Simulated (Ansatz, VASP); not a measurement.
## TiTe2: VASP beside Ansatz

```
Ti Te
1.0
     0.00000    3.40537    3.40537
     3.40537    0.00000    3.40537
     3.40537    3.40537    0.00000
Ti Te
1 2
Direct
  0.00000 0.00000 0.00000
  0.25000 0.25000 0.25000
  0.75000 0.75000 0.75000
```

Alike in both runs: task single point; functional r2SCAN; k mesh 6 × 6 × 6; occupations fermi-dirac, width 0.02 eV; no spin polarisation.

|  | VASP | Ansatz |
| --- | --- | --- |
| version | VASP 6.6.1 | Ansatz 0.2.0 |
| potentials or method | VASP PAW PBE potentials, release 64 (Ti_sv, Te) | plane waves, PAW |
| plane-wave cutoff (eV) | 520 | 500 |
| valence electrons in the cell | 24 | 44 |

```tsv
	VASP	Ansatz	Ansatz less VASP
pressure (GPa)	2.0	1.9	-0.12
```

VASP's potentials were made for PBE, not for r2SCAN. The functional is the same, so the differences come from potentials, cutoffs and numerics. VASP's potentials hold 24 valence electrons a cell and Ansatz's 44, so a difference there can come from the potentials and not from the codes.

Spin-orbit coupling is off throughout.
